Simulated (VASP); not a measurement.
A run of VASP 6.6.1:

INCAR

```
ALGO     = Normal         # electronic algorithm
EDIFF    = 1E-6           # SCF threshold, eV
ENCUT    = 500            # plane-wave cutoff, eV
GGA      = PE             # functional
GGA_COMPAT= F            
ISIF     = 2              # what is computed and relaxed
ISMEAR   = -1             # smearing method
LASPH    = T              # aspherical terms in the spheres
LCHARG   = F              # write CHGCAR
LREAL    = F              # projectors in reciprocal space
LWAVE    = F              # write WAVECAR
NBANDS   = 16             # bands
NELM     = 120            # most SCF steps
PREC     = Accurate       # precision mode
SIGMA    = 0.05           # smearing width, eV
```

The input KPOINTS:

```
k-points
0
Gamma
  4 4 4
```

The input POSCAR:

```
InAs
1.0
    0.0000000000      3.0180000000      3.0180000000
    3.0180000000      0.0000000000      3.0180000000
    3.0180000000      3.0180000000      0.0000000000
In As
1 1
Direct
    0.0000000000      0.0000000000      0.0000000000
    0.2500000000      0.2500000000      0.2500000000
```

Potentials or basis: VASP PAW PBE potentials, release 64 (In_d, As).

Command:

```bash
$ cat potpaw_PBE.64/In_d/POTCAR potpaw_PBE.64/As/POTCAR > POTCAR
$ mpirun -np 1 vasp_std > vasp.out
```

Hardware: 1 thread of AMD EPYC 7R13, on a shared host.

Question: How long does it take, and how much memory?

Answer: Wall time 21 s on 1 thread of AMD EPYC 7R13, on a shared host, peak memory 0.14 GiB. Counts: scf iterations 13, k points 8.
